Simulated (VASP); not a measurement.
A run of VASP 6.6.1 is set up as follows.

File INCAR:

```
SYSTEM = SnSe
  ALGO = Normal
  EDIFF = 1E-6
  EDIFFG = -0.005
  ENCUT = 600
  GGA = PE
  IBRION = 2
  ISIF = 3
  ISMEAR = -1
  LASPH = .TRUE.
  LCHARG = .FALSE.
  LREAL = .FALSE.
  LWAVE = .FALSE.
  NELM = 60
  NSW = 100
  PREC = Accurate
  SIGMA = 0.02
```

Contents of KPOINTS:

```
k-points
0
G
  6 6 3
  0 0 0
```

Contents of POSCAR:

```
SnSe
1.0
    4.1978472110      0.0000000000      0.0000000000
    0.0000000000      4.1978472110      0.0000000000
    0.0000000000      0.0000000000     10.7663293357
Sn Se
2 2
Direct
    0.5000000000      0.0000000000      0.3722291100
    0.0000000000      0.5000000000      0.6277708900
    0.5000000000      0.0000000000      0.6160394900
    0.0000000000      0.5000000000      0.3839605100
```

Potentials or basis: VASP PAW PBE potentials, release 64 (Sn_d, Se).

Run with:

```bash
$ cat potpaw_PBE.64/Sn_d/POTCAR potpaw_PBE.64/Se/POTCAR > POTCAR
$ mpirun -np 1 vasp_std > vasp.out
```

Estimate the space group after relaxing (to 0.1 Å).

P4/nmm (No. 129).

Estimate the relaxed cell.

a = 4.315 Å, b = 4.315 Å, c = 10.968 Å, α = 90.00°, β = 90.00°, γ = 90.00°.

Estimate the band gap on the k mesh.

1.51 eV (least direct gap 1.56 eV).

Final structure:
```xyz
4
Lattice="4.3153 0.0000 0.0000 0.0000 4.3153 0.0000 0.0000 0.0000 10.9683" Properties=species:S:1:pos:R:3 pbc="T T T"
Sn    2.1577    0.0000    4.1256
Sn    4.3153    2.1577    6.8427
Se    2.1577    0.0000    6.8451
Se    0.0000    2.1577    4.1233
```

Caveat: there is no dipole correction, which matters where the two faces differ; spin-orbit coupling is left out, which moves the levels of the heavy elements.
